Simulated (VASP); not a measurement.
Here is a VASP 6.6.1 calculation.

The input INCAR:

```
PREC = Accurate
ENCUT = 520
EDIFF = 1E-7
ISMEAR = -1
SIGMA = 0.0014
LREAL = F
LASPH = T
NELM = 100
ALGO = Normal
ISIF = 2
LWAVE = F
LCHARG = F
GGA = PE
NBANDS = 22
```

KPOINTS

```
Automatic mesh
0
Gamma
  6 6 6
```

POSCAR

```
NaI
1.0
   -2.2436551774      2.2436551774      8.4738342532
    2.2436551774     -2.2436551774      8.4738342532
    2.2436551774      2.2436551774     -8.4738342532
Na I
2 2
Direct
    0.2500000000      0.7500000000      0.5000000000
    0.5000000000      0.5000000000      0.0000000000
    0.7500000000      0.2500000000      0.5000000000
    0.0000000000      0.0000000000      0.0000000000
```

Potentials or basis: VASP PAW PBE potentials, release 64 (Na_pv, I).

Command:

```console
$ cat potpaw_PBE.64/Na_pv/POTCAR potpaw_PBE.64/I/POTCAR > POTCAR
$ mpirun -np 1 vasp_std > vasp.out
```

Q: Predict the band gap on the k mesh.

A: 3.03 eV, indirect (least direct gap 3.06 eV).

Q: Predict the pressure.

A: -0.4 GPa.

Stress tensor (GPa, compression positive):
```
-0.56  0.00  0.00
 0.00 -0.56  0.00
 0.00  0.00  0.08
```

Caveat: spin-orbit coupling is left out, which moves the levels of the heavy elements. A k mesh can miss the band edges.
